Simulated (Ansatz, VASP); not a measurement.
**Ta in VASP and in Ansatz**

The input INCAR:

```
SYSTEM = Ta
ALGO = Fast ; EDIFF = 1E-7
ENCUT = 520 ; ISIF = 2
ISMEAR = -1 ; LASPH = .TRUE.
LCHARG = .FALSE. ; LREAL = .FALSE.
LWAVE = .FALSE. ; NBANDS = 18
NELM = 100 ; PREC = Accurate
SIGMA = 0.05
```

Contents of KPOINTS:

```
k-points
0
G
  11 11 5
  0 0 0
```

Contents of POSCAR:

```
Ta
1.0
    2.8809059017      0.0000000000      0.0000000000
   -1.4404529508      2.4949376968      0.0000000000
    0.0000000000      0.0000000000      5.1315999754
Ta
2
Direct
    0.3333333333      0.6666666667      0.2500000000
    0.6666666667      0.3333333333      0.7500000000
```

input.yaml

```yaml
crystal:
  lattice:
    - [2.8809059017, 0.0, 0.0]
    - [-1.4404529508, 2.4949376968, 0.0]
    - [0.0, 0.0, 5.1315999754]
  atoms:
    - { symbol: Ta, position: [0.3333333333, 0.6666666667, 0.25] }
    - { symbol: Ta, position: [0.6666666667, 0.3333333333, 0.75] }
kpoints:
  mp_grid: { grid: [11, 11, 5] }
scf:
  occupations: { method: fermi_dirac, width: 0.05 }
hamiltonian:
  xc: lda
  pseudopotentials: { kind: all_electron, lapw: { basis_error: 0.001 } }
output:
  forces: true
  stress: true
  eigenvalues: true
```

Change from the starting cell: volume scaled by 0.98.

Alike in both runs: task single point; functional LDA; k mesh 11 × 11 × 5; occupations fermi-dirac, width 0.05 eV; no spin polarisation.

|  | VASP | Ansatz |
| --- | --- | --- |
| version | VASP 6.6.1 | Ansatz 0.2.0 |
| potentials or method | VASP PAW LDA potentials, release 64 (Ta_pv), cutoff 520 eV | all-electron LAPW, scalar-relativistic |

Ansatz gave:

* gap on the k mesh at the Fermi level (eV): none
* pressure (GPa): -8.5
* traceless stress, the component that is largest in VASP (GPa): 1.83

Problem. Estimate VASP's values.

Solution. gap on the k mesh at the Fermi level (eV): none; pressure (GPa): -7.8; traceless stress, the component that is largest in VASP (GPa): 1.76.

LDA's correlation is that of Perdew and Zunger in VASP and of Perdew and Wang (1992) in Ansatz. A gap of «none» marks a metal or a gap that the smearing closes. Ansatz ran all-electron here, and VASP with PAW potentials.

Neither program's run includes spin-orbit coupling.
